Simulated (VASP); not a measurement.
# MgO (P1) in VASP: further runs

The runs below take MgO through single point, with LDA.

All numbers are computed with VASP 6.6.1; they aren't measurements. Logs are shortened: lines on timing, memory, paths and dates and some standing lists are left out, and cuts for length are marked.

### 1 The cell of the first run

The typed cell holds 2 atoms: a = 2.979 Å, b = 2.950 Å, c = 2.971 Å, α = 60.76°, β = 59.35°, γ = 60.88°.

### 2 Single point, LDA

Contents of INCAR:

```
ALGO     = Normal         # electronic algorithm
EDIFF    = 1E-6           # SCF threshold, eV
ENCUT    = 840            # plane-wave cutoff, eV
GGA_COMPAT= False        
ISIF     = 2              # what is computed and relaxed
ISMEAR   = 0              # smearing method
LASPH    = True           # aspherical terms in the spheres
LCHARG   = False          # write CHGCAR
LREAL    = False          # projectors in reciprocal space
LWAVE    = False          # write WAVECAR
NBANDS   = 15             # bands
NELM     = 120            # most SCF steps
PREC     = Accurate       # precision mode
SIGMA    = 0.01           # smearing width, eV
```

Contents of KPOINTS:

```
k-points
0
Gamma
  6 6 6
```

Contents of POSCAR:

```
MgO
1.0
   -0.0103800000      2.1340300000      2.0785000000
    2.0860000000     -0.0171000000      2.0852200000
    2.0729500000      2.1276900000     -0.0040400000
Mg O
1 1
Direct
    0.9960300000      0.0476900000      0.9449100000
    0.5139600000      0.5606200000      0.4707200000
```

Potentials or basis: VASP PAW LDA potentials, release 64 (Mg_sv, O).

Command:

```sh
$ cat potpaw_LDA.64/Mg_sv/POTCAR potpaw_LDA.64/O/POTCAR > POTCAR
$ mpirun -np 1 vasp_std > vasp.out
```

OUTCAR:

```text
EDIFF = 1E-6
   ENCUT = 840
   ISIF = 2
   ISMEAR = 0
   LASPH = True
   LREAL = False
   NELM = 120
   PREC = Accurate

 ion  position               nearest neighbor table
   1  0.996  0.048  0.945-   2 2.01   2 2.02   2 2.05
   2  0.514  0.561  0.471-   1 2.01   1 2.02   1 2.05

  LATTYP: Found a triclinic cell.
 ALAT       =     2.9705559682
 B/A-ratio  =     0.9916398929
 C/A-ratio  =     0.9929277886
 COS(alpha) =     0.0003891025
 COS(beta)  =     0.4884119474
 COS(gamma) =     0.4929543006

  Lattice vectors:

 A1 = (  -2.0729500000,  -2.1276900000,   0.0040400000)
 A2 = (  -2.0833300000,   0.0063400000,   2.0825400000)
 A3 = (  -2.0860000000,   0.0171000000,  -2.0852200000)

Analysis of symmetry for initial positions (statically):
=====================================================================
 Subroutine PRICEL returns:
 Original cell was already a primitive cell.

 Routine SETGRP: Setting up the symmetry group for a
 triclinic supercell.

 Subroutine GETGRP returns: Found  1 space group operations
 (whereof  1 operations were pure point group operations)
 out of a pool of  2 trial point group operations.

The static configuration has the point symmetry C_1 .

Analysis of symmetry for dynamics (positions and initial velocities):
=====================================================================
 Subroutine PRICEL returns:
 Original cell was already a primitive cell.

 Routine SETGRP: Setting up the symmetry group for a
 triclinic supercell.

 Subroutine GETGRP returns: Found  1 space group operations
 (whereof  1 operations were pure point group operations)
 out of a pool of  2 trial point group operations.

The dynamic configuration has the point symmetry C_1 .

 Subroutine INISYM returns: Found  1 space group operations
 (whereof  1 operations are pure point group operations),
 and found     1 'primitive' translations

----------------------------------------------------------------------------------------

                                     Primitive cell

  volume of cell :      18.5873

  direct lattice vectors                    reciprocal lattice vectors
    -0.010380000  2.134030000  2.078500000    -0.238691434  0.233007535  0.240691515
     2.086000000 -0.017100000  2.085220000     0.238389749 -0.231802433  0.239185871
     2.072950000  2.127690000 -0.004040000     0.241318588  0.234428469 -0.239486408

  length of vectors
[... 92 lines left out ...]
   PSTRESS=    0.0 pullay stress
   NELECT =      16.0000    total number of electrons
   NUPDOWN=      -1.0000    fix difference up-down
   EMIN   =  10.00;   EMAX   =-10.00  energy-range for DOS
   EFERMI =   0.00;   METHOD = LEGACY
   ISMEAR =     0;   SIGMA  =   0.01  broadening in eV -4-tet -1-fermi 0-gaus
   EFERMI_NEDOS =   21; number of points for ismear=-14 and -15
   IALGO  =     38    algorithm
   IMIX   =      4    mixing-type and parameters
     AMIX     =   0.40;   BMIX     =  1.00
     AMIX_MAG =   1.60;   BMIX_MAG =  1.00
  volume/ion in A,a.u.               =       9.29        62.72
  Fermi-wavevector in a.u.,A,eV,Ry     =   1.557313  2.942895 32.997178  2.425224
  Thomas-Fermi vector in A             =   2.660982
   LORBIT       =      0    0 simple, 1 ext, 2 COOP (PROOUT), +10 PAW based schemes
   GGA     = CA    functional components
   LHFCALC =     F    Hartree Fock is set to
   AEXX    =    0.0000 exact exchange contribution
   IVDW    =     0    specifies the selected vdW correction
   LEPSILON=     F    determine dielectric tensor
   LRPA    =     F    only Hartree local field effects (RPA)
 non-spin polarized calculation
 Gauss-broadening in eV      SIGMA  =   0.01
  energy-cutoff  :      840.00
  volume of cell :       18.59
 maximum number of plane-waves:      1040
   NGX = 15   NGY = 13   NGZ = 13

 number of electron      16.0000002 magnetization

 Free energy of the ion-electron system (eV)
  ---------------------------------------------------
  ext. energy  EPLUGINS =         0.00000000
  ---------------------------------------------------
  free energy    TOTEN  =       -13.17293344 eV

  energy without entropy =      -13.17293344  energy(sigma->0) =      -13.17293344

 E-fermi :   2.8384     XC(G=0): -11.9515

 val. band max:        2.6621047214   @ k =   0.0000   0.0000   0.0000
 cond. band min:       7.3026116181   @ k =   0.0000   0.0000   0.0000
 fundamental gap:      4.6405068967
 Fermi energy:         2.8383608490

 k-point     1 :       0.0000    0.0000    0.0000
  band No.  band energies     occupation
      1     -68.6836      2.00000
      2     -36.1539      2.00000
      3     -36.1401      2.00000
      4     -36.1392      2.00000
      5     -14.4033      2.00000
      6       2.5339      2.00000
      7       2.5716      2.00000
      8       2.6621      2.00000
      9       7.3026      0.00000
     10      17.9243      0.00000
     11      18.3289      0.00000
     12      18.4801      0.00000
     13      22.1769      0.00000
     14      23.4969      0.00000
[... 401 lines left out ...]
      2     -36.2261      2.00000
      3     -36.1726      2.00000
      4     -36.1534      2.00000
      5     -12.9828      2.00000
      6      -1.6298      2.00000
      7       1.1090      2.00000
      8       1.8054      2.00000
      9      11.4887      0.00000
     10      14.5882      0.00000
     11      16.4479      0.00000
     12      19.7482      0.00000
     13      22.5015      0.00000
     14      25.9006      0.00000
     15      26.5905      0.00000

 [... further k-points ...]

------------------------ aborting loop because EDIFF is reached ----------------------------------------

  FORCE on cell =-STRESS in cart. coord.  units (eV):
  Direction    XX          YY          ZZ          XY          YZ          ZX
  --------------------------------------------------------------------------------------
  -------------------------------------------------------------------------------------
  Total       -0.1111347     -0.6415740     -0.2069908      0.1363601      0.0487430     -0.0653627
  in kB       -9.5795147    -55.3019787    -17.8420624     11.7538780      4.2015179     -5.6340911
  external PRESSURE =     -27.5745186 kB  Pullay stress =       0.0000000 kB

 VOLUME and BASIS-vectors are now :
 -----------------------------------------------------------------------------
  energy-cutoff  :      840.00
  volume of cell :       18.59
      direct lattice vectors                 reciprocal lattice vectors
    -0.010380000  2.134030000  2.078500000    -0.238691434  0.233007535  0.240691515
     2.086000000 -0.017100000  2.085220000     0.238389749 -0.231802433  0.239185871
     2.072950000  2.127690000 -0.004040000     0.241318588  0.234428469 -0.239486408

 POSITION                                       TOTAL-FORCE (eV/Angst)
 -----------------------------------------------------------------------------------
      2.04789      4.13522      2.16588         0.480817      0.349774      0.377172
      2.13990      2.08877      2.23538        -0.480817     -0.349774     -0.377172
 -----------------------------------------------------------------------------------
    total drift:                               -0.000248     -0.000267     -0.000689

  FREE ENERGIE OF THE ION-ELECTRON SYSTEM (eV)
  ---------------------------------------------------
  free  energy   TOTEN  =       -13.1729334418 eV

  energy  without entropy=      -13.1729334418  energy(sigma->0) =      -13.17293344
```

Wall time 22 s (1 thread of Intel Xeon 6975P-C (Granite Rapids), shared host); peak memory 0.18 GiB.

Results:

* Free energy: -13.1729 eV
* Pressure: -2.8 GPa
* Largest force: 0.704 eV/Å
* Band gap on the k mesh: 4.64 eV

Forces on the atoms (eV/Å):
```
Mg   0.481  0.350  0.377
O   -0.481 -0.350 -0.377
```

Caveat: the k points lie up to 0.43 Å⁻¹ apart. As with any semilocal functional, this LDA gap is likely too small.

### 3 Single point, LDA

Contents of INCAR:

```
ALGO = Normal
EDIFF = 1E-6
ENCUT = 840
GGA = CA
GGA_COMPAT = False
ISIF = 2
ISMEAR = 0
LASPH = True
LCHARG = False
LREAL = False
LWAVE = False
NBANDS = 15
NELM = 120
PREC = Accurate
SIGMA = 0.01
```

KPOINTS is that of step 2.

Edit POSCAR of step 2 so:

```diff
@@ -9,2 +9,2 @@
     0.9960300000      0.0476900000      0.9449100000
-    0.5139600000      0.5606200000      0.4707200000
+    0.5127565424      0.5594240706      0.4719174320
```

Potentials or basis: VASP PAW LDA potentials, release 64 (Mg_sv, O).

Command:

```sh
$ cat potpaw_LDA.64/Mg_sv/POTCAR potpaw_LDA.64/O/POTCAR > POTCAR
$ mpirun -np 1 vasp_std > vasp.out
```

It took 31 s on 1 thread of AMD EPYC 9R45 (Zen 5), shared host; peak memory 0.15 GiB.

The run converged. Its results:

- Free energy: -13.1747 eV
- Pressure: -2.8 GPa
- Largest force: 0.689 eV/Å
- Band gap on the k mesh: 4.64 eV

Forces on the atoms (eV/Å):
```
Mg   0.482  0.351  0.346
O   -0.482 -0.351 -0.346
```

Stress tensor (GPa, compression positive):
```
-0.94  1.17 -0.54
 1.17 -5.52  0.45
-0.54  0.45 -2.01
```

Levels at points of the mesh, in eV from the valence-band top:
```
           k point  band 4  band 5  band 6  band 7  band 8  band 9  band 10  band 11  band 12  band 13
(0.00, 0.00, 0.00)  -38.80  -17.07   -0.13   -0.09    0.00    4.64    15.26    15.67    15.81    19.52
(0.50, 0.00, 0.00)  -38.81  -15.68   -4.77   -0.76   -0.65    7.72    12.27    15.77    16.39    20.59
(0.00, 0.50, 0.00)  -38.81  -15.70   -4.79   -0.69   -0.67    7.76    12.19    16.01    16.35    20.63
(0.50, 0.50, 0.00)  -38.84  -15.42   -4.15   -1.58   -1.36    8.81     9.62    13.02    18.30    18.94
(0.00, 0.00, 0.50)  -38.81  -15.67   -4.75   -0.80   -0.67    7.69    12.35    15.65    16.34    20.56
(0.50, 0.00, 0.50)  -38.83  -15.50   -4.24   -1.35   -1.35    9.07     9.65    12.70    18.86    18.97
(0.00, 0.50, 0.50)  -38.84  -15.42   -4.15   -1.56   -1.37    8.81     9.61    13.02    18.36    18.88
(0.50, 0.50, 0.50)  -38.81  -15.66   -4.73   -0.84   -0.73    7.71    12.46    15.60    16.27    20.55
```

Caveat: the k points lie up to 0.43 Å⁻¹ apart.
